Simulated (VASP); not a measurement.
Wanted: the native input for a VASP 6.6.1 run.

```
Task                   : relaxation of cell and atoms
Functional             : revPBE
Potentials or basis    : VASP PAW PBE potentials, release 64 (Hg)
Cutoff                 : 600 eV
k mesh                 : 5 × 5 × 5
Occupations            : fermi-dirac, width 0.1 eV
Spin                   : no spin polarisation
Dipole correction      : no
Further INCAR settings : ALGO = Normal; EDIFF = 1e-07; IBRION = 2; EDIFFG = -0.01; NSW = 80; ISIF = 3
```

The structure of Hg lies in POSCAR:

```
Hg
1.0
    5.6937108959      0.0000000000      0.0000000000
    0.0000000000      5.6937108959      0.0000000000
    0.0000000000      0.0000000000      5.6937108959
Hg
8
Direct
    0.0000000000      0.0000000000      0.0000000000
    0.5000000000      0.5000000000      0.5000000000
    0.2500000000      0.0000000000      0.5000000000
    0.7500000000      0.0000000000      0.5000000000
    0.5000000000      0.2500000000      0.0000000000
    0.5000000000      0.7500000000      0.0000000000
    0.0000000000      0.5000000000      0.2500000000
    0.0000000000      0.5000000000      0.7500000000
```

The input as run:

INCAR

```
ALGO = Normal ; EDIFF = 1E-7
EDIFFG = -0.01 ; ENCUT = 600
GGA = RE ; IBRION = 2
ISIF = 3 ; ISMEAR = -1
LASPH = T ; LCHARG = F
LREAL = F ; LWAVE = F
NELM = 60 ; NSW = 80
PREC = Accurate ; SIGMA = 0.1
```

KPOINTS

```
k-points
0
Gamma
  5 5 5
```

Potentials or basis: VASP PAW PBE potentials, release 64 (Hg).

Run with:

```console
$ cat potpaw_PBE.64/Hg/POTCAR > POTCAR
$ mpirun -np 1 vasp_std > vasp.out
```

Results of the run:

* Relaxed volume: 52.30 Å³/atom
* Relaxed cell: a = 7.479 Å, b = 7.479 Å, c = 7.479 Å, α = 90.00°, β = 90.00°, γ = 90.00°
* Space group after relaxing (to 0.1 Å): Pm-3n (No. 223)
* Energy gained by relaxing: 284.0 meV/atom
* Ionic steps: 8
* Pressure after relaxing: 0.0 GPa
* Band gap on the k mesh: 2.95 eV (least direct gap 3.07 eV)

Caveat: the volume moved by over 15 % at a fixed basis, so the end points are rough; the PAW data sets were made with another functional, which shifts forces and pressure a little; spin-orbit coupling is left out, which moves the levels of the heavy elements; an odd mesh through Γ misses points on the zone boundary, where band edges can lie.

It took 19 min on 1 thread of Intel(R) Xeon(R) Platinum 8259CL CPU @ 2.50GHz (Skylake/Cascade Lake) (shared host), peak memory 0.37 GiB.
